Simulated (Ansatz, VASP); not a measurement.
**Two plane-wave programs on WSe2**

INCAR

```
SYSTEM = WSe2
PREC     = Accurate       ! precision mode
ENCUT    = 520            ! plane-wave cutoff, eV
EDIFF    = 1E-6           ! SCF threshold, eV
ISMEAR   = 0              ! smearing method
SIGMA    = 0.05           ! smearing width, eV
LREAL    = .False.        ! projectors in reciprocal space
LASPH    = .True.         ! aspherical terms in the spheres
NELM     = 100            ! most SCF steps
ALGO     = Normal         ! electronic algorithm
ISIF     = 2              ! what is computed and relaxed
LWAVE    = .False.        ! write WAVECAR
LCHARG   = .False.        ! write CHGCAR
LDIPOL   = .True.       
IDIPOL   = 3            
DIPOL    = 0.5 0.5 0.389
GGA      = PE             ! functional
IVDW     = 12             ! dispersion correction
NBANDS   = 35             ! bands
```

KPOINTS

```
regular mesh
0
Gamma
  9 9 1
  0 0 0
```

The input POSCAR:

```
WSe2
1.0
    3.2854927591      0.0000000000      0.0000000000
   -1.6427463796      2.8453201933      0.0000000000
    0.0000000000      0.0000000000     24.2386469112
Se W
4 2
Direct
    0.3333333333      0.6666666667      0.1856539277
    0.3333333333      0.6666666667      0.3246601794
    0.3333333333      1.1666666667      0.4529676717
    0.3333333333      1.1666666667      0.5919739235
    0.6666666667      0.3333333333      0.2551570535
    0.0000000000      1.5000000000      0.5224707976
```

Input for Ansatz:

```yaml
crystal:
  lattice:
    - [3.2854927591, 0.0, 0.0]
    - [-1.6427463796, 2.8453201933, 0.0]
    - [0.0, 0.0, 24.2386469112]
  atoms:
    - { symbol: Se, position: [0.3333333333, 0.6666666667, 0.1856539277] }
    - { symbol: W, position: [0.6666666667, 0.3333333333, 0.2551570535] }
    - { symbol: Se, position: [0.3333333333, 0.6666666667, 0.3246601794] }
    - { symbol: Se, position: [0.3333333333, 1.1666666667, 0.4529676717] }
    - { symbol: W, position: [0.0, 1.5, 0.5224707976] }
    - { symbol: Se, position: [0.3333333333, 1.1666666667, 0.5919739235] }
basis:
  ecutwfc: 420
kpoints:
  mp_grid: { grid: [9, 9, 1] }
hamiltonian:
  xc: pbe
  pseudopotentials: { kind: paw, azcp: { folder: soft_1 } }
  dispersion: d3bj
scf:
  occupations: { method: gaussian, width: 0.05 }
output:
  forces: true
  eigenvalues: true
efield:
  axis: 3
  dipole_correction: true
  ramp_width: 0.04
```

Alike in both runs: task single point; functional PBE; dispersion D3(BJ); k mesh 9 × 9 × 1; occupations gaussian, width 0.05 eV; no spin polarisation.

|  | VASP | Ansatz |
| --- | --- | --- |
| version | VASP 6.6.1 | Ansatz 0.2.0 |
| potentials or method | VASP PAW PBE potentials, release 64 (Se, W_sv), cutoff 520 eV | scalar-relativistic, plane waves, PAW |
| valence electrons in the cell | 52 | 92 |

```tsv
	VASP	Ansatz	Ansatz less VASP
gap on the k mesh at the Fermi level (eV)	1.38	1.39	+0.005
least direct gap on the mesh (eV)	1.63	1.63	+0.004
rms of the force components (eV/Å)	0.020	0.027	+0.0077
```

VASP's potentials hold 52 valence electrons a cell and Ansatz's 92, so a difference there can come from the potentials and not from the codes.

Spin-orbit coupling is off throughout.
